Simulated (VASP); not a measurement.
# Si16Ge (a cell with a defect) in VASP: relaxation of the atoms with LDA

Aim: the relaxation of the atoms of Si16Ge (a cell with a defect) with LDA.

All numbers are computed with VASP 6.6.1; they aren't measurements. Logs are shortened: lines on timing, memory, paths and dates and some standing lists are left out, and cuts for length are marked.

## (1) The cell of the first run

The cell holds a defect, 17 atoms: a = 7.679 Å, b = 7.679 Å, c = 7.679 Å, α = 60.00°, β = 60.00°, γ = 60.00°.

## (2) Relaxation of the atoms, LDA

File INCAR:

```
SYSTEM = Si16Ge
  ALGO = Normal
  EDIFF = 1E-6
  EDIFFG = -0.03
  ENCUT = 520
  IBRION = 2
  ISIF = 2
  ISMEAR = 0
  LASPH = .TRUE.
  LCHARG = .FALSE.
  LREAL = Auto
  LWAVE = .FALSE.
  NELM = 80
  NSW = 80
  PREC = Accurate
  SIGMA = 0.05
```

File KPOINTS:

```
k-points
0
G
  2 2 2
  0 0 0
```

File POSCAR:

```
Si16Ge
1.0
    0.0000000000      5.4300000000      5.4300000000
    5.4300000000      0.0000000000      5.4300000000
    5.4300000000      5.4300000000      0.0000000000
Si Ge
16 1
Direct
    0.0000000000      0.0000000000      0.0000000000
    0.1250000000      0.1250000000      0.1250000000
    0.0000000000      0.0000000000      0.5000000000
    0.1250000000      0.1250000000      0.6250000000
    0.0000000000      0.5000000000      0.0000000000
    0.1250000000      0.6250000000      0.1250000000
    0.0000000000      0.5000000000      0.5000000000
    0.1250000000      0.6250000000      0.6250000000
    0.5000000000      0.0000000000      0.0000000000
    0.6250000000      0.1250000000      0.1250000000
    0.5000000000      0.0000000000      0.5000000000
    0.6250000000      0.1250000000      0.6250000000
    0.5000000000      0.5000000000      0.0000000000
    0.6250000000      0.6250000000      0.1250000000
    0.5000000000      0.5000000000      0.5000000000
    0.6250000000      0.6250000000      0.6250000000
    0.5585465500      0.3124477800      0.3118353400
```

Potentials or basis: VASP PAW LDA potentials, release 64 (Si, Ge_d).

The run is started by

```console
cat potpaw_LDA.64/Si/POTCAR potpaw_LDA.64/Ge_d/POTCAR > POTCAR
mpirun -np 1 vasp_std > vasp.out
```

OUTCAR:

```text
SYSTEM = Si16Ge
   EDIFF = 1E-6
   EDIFFG = -0.03
   ENCUT = 520
   IBRION = 2
   ISIF = 2
   ISMEAR = 0
   LASPH = .TRUE.
   LREAL = Auto
   NELM = 80
   NSW = 80
   PREC = Accurate

 ion  position               nearest neighbor table
   1  0.000  0.000  0.000-   2 2.35   4 2.35   6 2.35  10 2.35
   2  0.125  0.125  0.125-   1 2.35   3 2.35   5 2.35   9 2.35
   3  0.000  0.000  0.500-   2 2.35   4 2.35   8 2.35  12 2.35
   4  0.125  0.125  0.625-   1 2.35   3 2.35   7 2.35  11 2.35
   5  0.000  0.500  0.000-   2 2.35   6 2.35   8 2.35  14 2.35
   6  0.125  0.625  0.125-   1 2.35   5 2.35   7 2.35  13 2.35
   7  0.000  0.500  0.500-   4 2.35   6 2.35   8 2.35  16 2.35
   8  0.125  0.625  0.625-   3 2.35   5 2.35   7 2.35  15 2.35
   9  0.500  0.000  0.000-   2 2.35  10 2.35  12 2.35  14 2.35
  10  0.625  0.125  0.125-  17 2.23   9 2.35  11 2.35  13 2.35   1 2.35
  11  0.500  0.000  0.500-  17 2.24  10 2.35  12 2.35  16 2.35   4 2.35
  12  0.625  0.125  0.625-  17 2.27   9 2.35  11 2.35  15 2.35   3 2.35
  13  0.500  0.500  0.000-  17 2.23  10 2.35  14 2.35  16 2.35   6 2.35
  14  0.625  0.625  0.125-  17 2.26   9 2.35  13 2.35  15 2.35   5 2.35
  15  0.500  0.500  0.500-  17 2.27  12 2.35  14 2.35  16 2.35   8 2.35
  16  0.625  0.625  0.625-   7 2.35  11 2.35  13 2.35  15 2.35
  17  0.559  0.312  0.312-  10 2.23  13 2.23  11 2.24  14 2.26  12 2.27  15 2.27

  LATTYP: Found a face centered cubic cell.
 ALAT       =    10.8600000000

  Lattice vectors:

 A1 = (   0.0000000000,   5.4300000000,   5.4300000000)
 A2 = (   5.4300000000,   0.0000000000,   5.4300000000)
 A3 = (   5.4300000000,   5.4300000000,   0.0000000000)

Analysis of symmetry for initial positions (statically):
=====================================================================
 Subroutine PRICEL returns:
 Original cell was already a primitive cell.

 Routine SETGRP: Setting up the symmetry group for a
 face centered cubic supercell.

 Subroutine GETGRP returns: Found  1 space group operations
 (whereof  1 operations were pure point group operations)
 out of a pool of 48 trial point group operations.

The static configuration has the point symmetry C_1 .

Analysis of symmetry for dynamics (positions and initial velocities):
=====================================================================
 Subroutine PRICEL returns:
 Original cell was already a primitive cell.

 Routine SETGRP: Setting up the symmetry group for a
 face centered cubic supercell.

 Subroutine GETGRP returns: Found  1 space group operations
 (whereof  1 operations were pure point group operations)
 out of a pool of 48 trial point group operations.

The dynamic configuration has the point symmetry C_1 .

 Subroutine INISYM returns: Found  1 space group operations
 (whereof  1 operations are pure point group operations),
 and found     1 'primitive' translations

----------------------------------------------------------------------------------------

                                     Primitive cell

  volume of cell :     320.2060

  direct lattice vectors                    reciprocal lattice vectors
     0.000000000  5.430000000  5.430000000    -0.092081031  0.092081031  0.092081031
     5.430000000  0.000000000  5.430000000     0.092081031 -0.092081031  0.092081031
     5.430000000  5.430000000  0.000000000     0.092081031  0.092081031 -0.092081031

  length of vectors
     7.679179644  7.679179644  7.679179644     0.159489025  0.159489025  0.159489025

  position of ions in fractional coordinates (direct lattice)
     0.000000000  0.000000000  0.000000000
     0.125000000  0.125000000  0.125000000
     0.000000000  0.000000000  0.500000000
     0.125000000  0.125000000  0.625000000
     0.000000000  0.500000000  0.000000000
     0.125000000  0.625000000  0.125000000
[... 9 lines left out ...]
     0.625000000  0.625000000  0.625000000
     0.558546550  0.312447780  0.311835340

  ion indices of the primitive-cell ions
   primitive index   ion index
                 1           1
                 2           2
                 3           3
                 4           4
                 5           5
                 6           6
[... 9 lines left out ...]
                16          16
                17          17

----------------------------------------------------------------------------------------

 KPOINTS: k-points

Automatic generation of k-mesh.
 Grid dimensions read from file:
 generate k-points for:    2    2    2

 Generating k-lattice:

  Cartesian coordinates                     Fractional coordinates (reciprocal lattice)
    -0.046040516  0.046040516  0.046040516     0.500000000  0.000000000  0.000000000
     0.046040516 -0.046040516  0.046040516     0.000000000  0.500000000  0.000000000
     0.046040516  0.046040516 -0.046040516     0.000000000  0.000000000  0.500000000

  Length of vectors
     0.079744512  0.079744512  0.079744512

  Shift w.r.t. Gamma in fractional coordinates (k-lattice)
     0.000000000  0.000000000  0.000000000

 Subroutine IBZKPT returns following result:
 ===========================================

 Found      8 irreducible k-points:

 Following reciprocal coordinates:
            Coordinates               Weight
  0.000000  0.000000  0.000000      1.000000
  0.500000  0.000000  0.000000      1.000000
  0.000000  0.500000  0.000000      1.000000
  0.000000  0.000000  0.500000      1.000000
  0.500000  0.500000  0.500000      1.000000
  0.500000  0.500000  0.000000      1.000000
  0.000000  0.500000  0.500000      1.000000
  0.500000  0.000000  0.500000      1.000000
   k-points           NKPTS =      8   k-points in BZ     NKDIM =      8   number of bands    NBANDS=     48
   number of dos      NEDOS =    301   number of ions     NIONS =     17
   total plane-waves  NPLWV = 216000
   dimension x,y,z NGX =    60 NGY =   60 NGZ =   60
   dimension x,y,z NGXF=   120 NGYF=  120 NGZF=  120
   ions per type =              16   1
   NGX,Y,Z   is equivalent  to a cutoff of  12.99, 12.99, 12.99 a.u.
   NGXF,Y,Z  is equivalent  to a cutoff of  25.98, 25.98, 25.98 a.u.
 SYSTEM =  Si16Ge
   PREC   = accura    normal or accurate (medium, high low for compatibility)
   ISTART =      0    job   : 0-new  1-cont  2-samecut
   ICHARG =      2    charge: 1-file 2-atom 10-const
   ISPIN  =      1    spin polarized calculation?
   LNONCOLLINEAR =      F non collinear calculations
   LSORBIT =      F    spin-orbit coupling
   LASPH  =      T    aspherical Exc in radial PAW
   ENCUT  =  520.0 eV  38.22 Ry    6.18 a.u.  14.28 14.28 14.28*2*pi/ulx,y,z
   NELM   =     80;   NELMIN=  2; NELMDL= -5     # of ELM steps
   EDIFF  = 0.1E-05   stopping-criterion for ELM
   LREAL  =      T    real-space projection
   EDIFFG = -.3E-01   stopping-criterion for IOM
   NSW    =     80    number of steps for IOM
   IBRION =      2    ionic relax: 0-MD 1-quasi-New 2-CG
   NFREE  =      1    steps in history (QN), initial steepest desc. (CG)
   ISIF   =      2    stress and relaxation
   ISYM   =      2    0-nonsym 1-usesym 2-fastsym
   POTIM  = 0.5000    time-step for ionic-motion
   TEBEG  =    0.0;   TEEND  =   0.0 temperature during run
   PSTRESS=    0.0 pullay stress
   NELECT =      78.0000    total number of electrons
   NUPDOWN=      -1.0000    fix difference up-down
   EMIN   =  10.00;   EMAX   =-10.00  energy-range for DOS
   EFERMI =   0.00;   METHOD = LEGACY
   ISMEAR =     0;   SIGMA  =   0.05  broadening in eV -4-tet -1-fermi 0-gaus
   EFERMI_NEDOS =   21; number of points for ismear=-14 and -15
   IALGO  =     38    algorithm
   IMIX   =      4    mixing-type and parameters
     AMIX     =   0.40;   BMIX     =  1.00
     AMIX_MAG =   1.60;   BMIX_MAG =  1.00
  volume/ion in A,a.u.               =      18.84       127.11
  Fermi-wavevector in a.u.,A,eV,Ry     =   1.022421  1.932096 14.222785  1.045345
  Thomas-Fermi vector in A             =   2.156100
   LORBIT       =      0    0 simple, 1 ext, 2 COOP (PROOUT), +10 PAW based schemes
   GGA     = CA    functional components
   LHFCALC =     F    Hartree Fock is set to
   AEXX    =    0.0000 exact exchange contribution
   IVDW    =     0    specifies the selected vdW correction
   LEPSILON=     F    determine dielectric tensor
   LRPA    =     F    only Hartree local field effects (RPA)
 conjugate gradient relaxation of ions
 non-spin polarized calculation
 Gauss-broadening in eV      SIGMA  =   0.05
  energy-cutoff  :      520.00
  volume of cell :      320.21
 maximum number of plane-waves:      8646
 NGX is ok and might be reduce to    60
   NGX = 29   NGY = 29   NGZ = 29

--------------------------------------- Ionic step        1  -------------------------------------------

 number of electron      78.0000005 magnetization

 Free energy of the ion-electron system (eV)
  ---------------------------------------------------
  ext. energy  EPLUGINS =         0.00000000
  ---------------------------------------------------
  free energy    TOTEN  =       -94.77278027 eV

  energy without entropy =      -94.76269203  energy(sigma->0) =      -94.76773615

------------------------ aborting loop because EDIFF is reached ----------------------------------------

  FORCE on cell =-STRESS in cart. coord.  units (eV):
  Direction    XX          YY          ZZ          XY          YZ          ZX
  --------------------------------------------------------------------------------------
  -------------------------------------------------------------------------------------
  Total       11.4237913     11.3925520     11.3908875      5.6635596     -5.6762105      5.6629422
  in kB       57.1598867     57.0035780     56.9952497     28.3380897    -28.4013899     28.3350004
  external PRESSURE =      57.0529048 kB  Pullay stress =       0.0000000 kB
[... 134 lines left out ...]
  FREE ENERGIE OF THE ION-ELECTRON SYSTEM (eV)
  ---------------------------------------------------
  free  energy   TOTEN  =       -95.8020881147 eV

  energy  without entropy=      -95.7947707241  energy(sigma->0) =      -95.79842942

[... ionic steps 4 to 15 ...]

--------------------------------------- Ionic step       16  -------------------------------------------

 number of electron      78.0000002 magnetization

------------------------ aborting loop because EDIFF is reached ----------------------------------------

  FORCE on cell =-STRESS in cart. coord.  units (eV):
  Direction    XX          YY          ZZ          XY          YZ          ZX
  --------------------------------------------------------------------------------------
  -------------------------------------------------------------------------------------
  Total        3.7034779      3.7158456      3.7214293      1.2883935     -1.2996640      1.2903058
  in kB       18.5306584     18.5925416     18.6204798      6.4465836     -6.5029763      6.4561522
  external PRESSURE =      18.5812266 kB  Pullay stress =       0.0000000 kB
[... 87 lines left out ...]
  energy  without entropy=      -96.1626383662  energy(sigma->0) =      -96.16354964

--------------------------------------- Ionic step       18  -------------------------------------------

 number of electron      78.0000002 magnetization

 Free energy of the ion-electron system (eV)
  ---------------------------------------------------
  ext. energy  EPLUGINS =         0.00000000
  ---------------------------------------------------
  free energy    TOTEN  =       -96.16458772 eV

  energy without entropy =      -96.16266496  energy(sigma->0) =      -96.16362634

 E-fermi :   6.5249     XC(G=0):  -9.9506

 val. band max:        6.4660614746   @ k =   0.5000   0.0000   0.0000
 cond. band min:       6.5941818859   @ k =   0.0000   0.0000   0.0000
 fundamental gap:      0.1281204113
 Fermi energy:         6.5248875340

 k-point     1 :       0.0000    0.0000    0.0000
  band No.  band energies     occupation
      1     -18.1336      2.00000
      2     -18.1336      2.00000
      3     -17.9980      2.00000
      4     -17.9980      2.00000
      5     -17.9919      2.00000
      6      -6.4336      2.00000
[... 441 lines left out ...]
  FREE ENERGIE OF THE ION-ELECTRON SYSTEM (eV)
  ---------------------------------------------------
  free  energy   TOTEN  =       -96.1645877153 eV

  energy  without entropy=      -96.1626649637  energy(sigma->0) =      -96.16362634

 reached required accuracy - stopping structural energy minimisation
```

Wall time 53 min (1 thread of Oxide Virtual Turin-like, shared host); peak memory 0.38 GiB.

What came out:

```yaml
Free_energy: -96.1646 eV
Energy_gained_by_relaxing: 81.9 meV/atom
Ionic_steps: 18
Pressure_after_relaxing: 1.9 GPa
Largest_force_after_relaxing: 0.030 eV/Å
Band_gap_on_the_k_mesh: 0.13 eV
```

Forces in eV/Å, atoms in the order of the input:
```
Si   0.000  0.001  0.001
Si   0.003  0.003  0.002
Si  -0.005 -0.002  0.005
Si   0.001  0.000  0.008
Si  -0.005  0.005 -0.001
Si   0.000  0.008  0.000
Si   0.016 -0.010 -0.011
Si  -0.010 -0.003 -0.003
Si  -0.011  0.010  0.011
Si   0.001  0.000  0.000
Si  -0.004  0.000  0.007
Si   0.001  0.006 -0.005
Si  -0.003  0.008  0.000
Si   0.000 -0.005  0.006
Si  -0.004  0.005  0.005
Si   0.014 -0.019 -0.019
Ge   0.008 -0.007 -0.006
```

Stress tensor (GPa, compression positive):
```
 1.86  0.62  0.62
 0.62  1.87 -0.63
 0.62 -0.63  1.87
```

Step by step:
```tsv
step	energy change (eV)	largest force (eV/Å)	pressure (GPa)
1	0.0000	2.9172	5.71
2	-1.0291	0.8599	3.97
3	-1.0293	0.8522	3.98
4	-1.1189	0.4867	3.80
5	-1.1332	0.5017	3.71
6	-1.1748	0.2605	3.60
7	-1.1838	0.4013	3.52
8	-1.2192	0.3335	3.43
9	-1.2963	0.2925	3.13
10	-1.3329	0.5492	2.46
11	-1.3596	0.4114	2.26
12	-1.3844	0.1856	1.75
13	-1.3845	0.1870	1.79
14	-1.3893	0.0919	1.82
15	-1.3911	0.0675	1.85
16	-1.3916	0.0367	1.86
17	-1.3917	0.0361	1.86
18	-1.3918	0.0297	1.87
```

Final structure:
```xyz
17
Lattice="0.0000 5.4300 5.4300 5.4300 0.0000 5.4300 5.4300 5.4300 0.0000" Properties=species:S:1:pos:R:3 pbc="T T T"
Si   10.8398   10.7772   10.7775
Si    1.5995    1.1133    1.1136
Si    8.2263    8.1631   10.7775
Si    3.9909    4.1523    1.3256
Si    8.2264   10.7771    8.1631
Si    3.9910    1.3253    4.1524
Si    5.1670    2.9763    2.9766
Si    6.8187    4.1524    4.1526
Si    0.2284    2.4842    2.4845
Si    1.2386    3.9593    3.9595
Si    8.0294    5.5449    8.0101
Si    4.1843    6.9035    3.9606
Si    8.0294    8.0097    5.5449
Si    4.1845    3.9602    6.9034
Si    5.5634    5.5441    5.5442
Si    6.5440    7.0296    7.0297
Ge    3.4083    4.7336    4.7338
```

Caveat: the k points lie up to 0.50 Å⁻¹ apart; semilocal functionals underestimate gaps, and a narrow one can read as zero.
